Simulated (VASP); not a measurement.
# AlN: single point with PBE

Crystal: AlN.

```xyz
2
Lattice="0.0000 2.2636 2.0825 2.2636 0.0000 2.0825 2.2636 2.2636 0.0000" Properties=species:S:1:pos:R:3 pbc="T T T"
Al    0.0000    0.0000    0.0000
N     3.3955    3.3955    3.1238
```

This cell differs from its parent crystal: ratio of the length along z to the lengths across it x 0.92, volume and fractional coordinates fixed.

| Quantity | Value |
| --- | --- |
| Program | VASP 6.6.1 |
| Task | single point |
| Functional | PBE |
| Potentials or basis | VASP PAW PBE potentials, release 64 (Al, N) |
| Cutoff | 520 eV |
| k mesh | 10 × 10 × 10 |
| Occupations | gaussian, width 0.05 eV |
| Spin | no spin polarisation |
| Dipole correction | no |
| Further INCAR settings | ALGO = Normal; EDIFF = 1e-06; NBANDS = 11 |

```
Pressure               : -0.8 GPa
Band gap on the k mesh : 2.92 eV, indirect (least direct gap 3.75 eV)
```

Stress tensor (GPa, compression positive):
```
-3.70  0.00  0.00
 0.00 -3.70  0.00
 0.00  0.00  4.86
```

Levels at points of the mesh, in eV from the valence-band top:
```csv
k point,band 2,band 3,band 4,band 5,band 6,band 7
"(0.00, 0.00, 0.00)",-0.29,-0.29,0.00,3.75,12.07,12.17
"(0.50, 0.00, 0.00)",-5.96,-1.00,-0.38,6.73,9.54,10.06
"(0.50, 0.50, 0.00)",-4.51,-2.39,-2.39,2.92,7.39,14.34
"(0.50, 0.00, 0.50)",-5.30,-1.72,-1.71,3.26,8.69,12.88
```

Run time: 5.7 s on 1 thread of Intel(R) Xeon(R) 6975P-C (Granite Rapids) (shared host), peak memory 0.14 GiB.

 A k mesh can miss the band edges.
